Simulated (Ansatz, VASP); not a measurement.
**Two plane-wave programs on BPd4**

POSCAR

```
BPd4
1.0
    2.8920299704      0.0000000000      0.0000000000
    0.0000000000      4.3650077954      0.0000000000
    0.0000000000      0.0000000000      5.8563150000
Pd B
4 1
Direct
    0.5000000000      0.0000000000      0.1975780000
    0.0000000000      0.0000000000      0.6194700000
    0.0000000000      0.5000000000      0.3291640000
    0.5000000000      0.5000000000      0.8675610000
    0.5000000000      0.0000000000      0.8632270000
```

The input INCAR.step1:

```
SYSTEM = BPd4
PREC = Accurate ; ENCUT = 520
ISMEAR = -1 ; SIGMA = 0.05
LREAL = .FALSE. ; LASPH = .TRUE.
NELM = 60 ; NBANDS = 30
GGA = PE ; ALGO = Normal
EDIFF = 1E-4 ; LWAVE = .TRUE.
LCHARG = .FALSE.
```

Contents of INCAR.step2:

```
SYSTEM = BPd4
PREC = Accurate ; ENCUT = 520
EDIFF = 1E-7 ; ISMEAR = -1
SIGMA = 0.05 ; LREAL = .FALSE.
LASPH = .TRUE. ; NELM = 60
ALGO = Normal ; ISIF = 2
LWAVE = .FALSE. ; LCHARG = .TRUE.
METAGGA = R2SCAN ; LMIXTAU = .TRUE.
LELF = .TRUE. ; LVHAR = .TRUE.
NBANDS = 30 ; ISTART = 1
```

File KPOINTS:

```
regular mesh
0
G
  9 6 5
  0 0 0
```

The input input.yaml:

```yaml
crystal:
  lattice:
    - [2.8920299704, 0.0, 0.0]
    - [0.0, 4.3650077954, 0.0]
    - [0.0, 0.0, 5.856315]
  atoms:
    - { symbol: Pd, position: [0.5, 0.0, 0.197578] }
    - { symbol: Pd, position: [0.0, 0.0, 0.61947] }
    - { symbol: Pd, position: [0.0, 0.5, 0.329164] }
    - { symbol: Pd, position: [0.5, 0.5, 0.867561] }
    - { symbol: B, position: [0.5, 0.0, 0.863227] }
hamiltonian:
  xc: r2scan
  pseudopotentials: { kind: paw }
kpoints:
  mp_grid: { grid: [9, 6, 5] }
scf:
  occupations: { method: fermi_dirac, width: 0.05 }
  n_extra_bands: 12
output:
  forces: true
  stress: true
  eigenvalues: true
  dos: { projected: true, de: 0.05, nscf_kmesh: { grid: [14, 9, 8] } }
```

Alike in both runs: functional r2SCAN; k mesh 9 × 6 × 5; occupations fermi-dirac, width 0.05 eV; no spin polarisation.

|  | VASP | Ansatz |
| --- | --- | --- |
| version | VASP 6.6.1 | Ansatz 0.2.0 |
| potentials or method | VASP PAW PBE potentials, release 64 (Pd, B) | Ansatz PAW |
| plane-wave cutoff (eV) | 520 | 500 |
| valence electrons in the cell | 43 | 75 |
| task | single point | projected density of states |

Ansatz gave:

| Quantity | Value |
| --- | --- |
| gap on the k mesh at the Fermi level (eV) | none |
| pressure (GPa) | -4.7 |
| traceless stress, the component that is largest in VASP (GPa) | -0.55 |
| rms of the force components (eV/Å) | 0.100 |

Question: Estimate VASP's values.

Answer: gap on the k mesh at the Fermi level (eV): none; pressure (GPa): -4.0; traceless stress, the component that is largest in VASP (GPa): -0.27; rms of the force components (eV/Å): 0.077.

VASP's potentials were made for PBE, not for r2SCAN. Atom by atom the forces differ by 0.026 eV/Å (rms over components). A gap of «none» marks a metal or a gap that the smearing closes. The functional is the same, so the differences come from potentials, cutoffs and numerics. VASP's potentials hold 43 valence electrons a cell and Ansatz's 75, so a difference there can come from the potentials and not from the codes.
